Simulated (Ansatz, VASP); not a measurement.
# CuO in VASP and in Ansatz

```
Cu O
1.0
     2.34465   -1.71340    0.00000
     2.34465    1.71340    0.00000
    -0.86055    0.00000    5.05944
Cu O
2 2
Direct
  0.00320 0.49680 0.00000
  0.49680 0.00320 0.50000
  0.57140 0.40560 0.25370
  0.40560 0.57140 0.75370
```

Alike in both runs: task single point; functional PBEsol; k mesh 16 × 16 × 8; occupations fermi-dirac, width 0.5 eV; no spin polarisation.

|  | VASP | Ansatz |
| --- | --- | --- |
| version | VASP 6.6.1 | Ansatz 0.2.0 |
| potentials or method | VASP PAW PBE potentials, release 64 (Cu, O), cutoff 520 eV | scalar-relativistic, plane waves, PAW |
| valence electrons in the cell | 34 | 50 |

Ansatz gave:

```
gap on the k mesh at the Fermi level (eV)                     : none
pressure (GPa)                                                : 0.7
traceless stress, the component that is largest in VASP (GPa) : -0.84
rms of the force components (eV/Å)                            : 0.397
```

Task: Which values does VASP return?

Result: gap on the k mesh at the Fermi level (eV): none; pressure (GPa): 1.3; traceless stress, the component that is largest in VASP (GPa): -0.96; rms of the force components (eV/Å): 0.407.

VASP's potentials were made for PBE, not for PBEsol. Atom by atom the forces differ by 0.021 eV/Å (rms over components). A gap of «none» marks a metal or a gap that the smearing closes. VASP's potentials hold 34 valence electrons a cell and Ansatz's 50, so a difference there can come from the potentials and not from the codes.
